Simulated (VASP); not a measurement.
# C2OH6: relaxation of the atoms with PBE+D3(BJ)

System: C2OH6, in a box.

```xyz
9
Lattice="15.0645 0.0000 0.0000 0.0000 14.5000 0.0000 0.0000 0.0000 15.0000" Properties=species:S:1:pos:R:3 pbc="T T T"
C     8.7263    7.4791    7.3865
C     6.4329    7.3954    7.4821
O     7.5135    7.7045    6.6362
H     8.8026    6.4372    7.6881
H     8.7611    8.1569    8.2859
H     9.5645    7.7166    6.7293
H     6.4213    6.3431    7.7882
H     5.5000    7.5810    6.8983
H     6.3891    8.0686    8.3638
```

| Property | Result |
| --- | --- |
| Program | VASP 6.6.1 |
| Task | relaxation of the atoms |
| Functional | PBE |
| Dispersion | D3(BJ) |
| Potentials or basis | VASP PAW PBE potentials, release 64 (C, O, H) |
| Cutoff | 520 eV |
| k mesh | 1 × 1 × 1 |
| Occupations | gaussian, width 0.005 eV |
| Spin | no spin polarisation |
| Dipole correction | no |
| Further INCAR settings | ALGO = Normal; EDIFF = 1e-06; ISYM = 0; IBRION = 2; EDIFFG = -0.01; NSW = 100 |

The energy gained by relaxing is 6.5 meV/atom and the ionic steps are 25. The largest force after relaxing is 0.010 eV/Å. The gap between the frontier levels is 5.31 eV. The dispersion energy per atom is -0.012 eV.

Forces on the atoms (eV/Å):
```
C    0.001 -0.003  0.005
C   -0.001  0.001 -0.001
O    0.008 -0.004 -0.004
H   -0.003  0.004 -0.003
H    0.002  0.000  0.000
H    0.003  0.001 -0.003
H    0.000  0.000  0.000
H   -0.007 -0.001  0.000
H   -0.003  0.000  0.005
```

The path:
| step | energy change (eV) | largest force (eV/Å) | pressure (GPa) |
| --- | --- | --- | --- |
| 1 | 0.0000 | 1.6004 | -0.01 |
| 2 | 0.2058 | 4.4889 | 0.03 |
| 3 | -0.0424 | 0.3490 | 0.00 |
| 4 | -0.0502 | 0.2825 | 0.00 |
| 5 | -0.0502 | 0.2909 | 0.00 |
| 6 | -0.0516 | 0.4198 | 0.00 |
| 7 | -0.0530 | 0.1362 | 0.00 |
| 8 | -0.0547 | 0.0749 | -0.01 |
| 9 | -0.0547 | 0.0869 | -0.01 |
| 10 | -0.0554 | 0.1191 | -0.01 |
| 11 | -0.0554 | 0.1323 | -0.01 |
| 12 | -0.0560 | 0.1013 | 0.00 |
| 13 | -0.0566 | 0.0877 | 0.00 |
| 14 | -0.0566 | 0.1104 | 0.00 |
| 15 | -0.0573 | 0.0586 | 0.00 |
| 16 | -0.0577 | 0.1139 | 0.00 |
| 17 | -0.0582 | 0.0765 | 0.00 |
| 18 | -0.0586 | 0.0511 | 0.00 |
| 19 | -0.0587 | 0.0298 | -0.01 |
| 20 | -0.0587 | 0.0388 | -0.01 |
| 21 | -0.0588 | 0.0235 | -0.01 |
| 22 | -0.0588 | 0.0283 | -0.01 |
| 23 | -0.0589 | 0.0130 | -0.01 |
| 24 | -0.0589 | 0.0242 | -0.01 |
| 25 | -0.0589 | 0.0100 | -0.01 |

Final structure:
```
C O H
1.0
    15.06449    0.00000    0.00000
     0.00000   14.50000    0.00000
     0.00000    0.00000   15.00000
C O H
2 1 6
Cartesian
  8.7383 7.4877 7.3817
  6.3928 7.4040 7.4766
  7.5259 7.6965 6.6727
  8.8402 6.4351 7.7083
  8.8004 8.1376 8.2753
  9.5607 7.7339 6.6997
  6.3925 6.3475 7.8060
  5.5031 7.5904 6.8636
  6.3574 8.0498 8.3744
```

Levels at points of the mesh, in eV from the valence-band top:
```tsv
k point	band 8	band 9	band 10	band 11	band 12	band 13
(0.00, 0.00, 0.00)	-3.20	-1.73	0.00	5.31	5.95	6.07
```

Run time: 35 min on 1 thread of Intel(R) Xeon(R) Platinum 8259CL CPU @ 2.50GHz (Skylake/Cascade Lake), with other jobs on the host, peak memory 1.9 GiB.
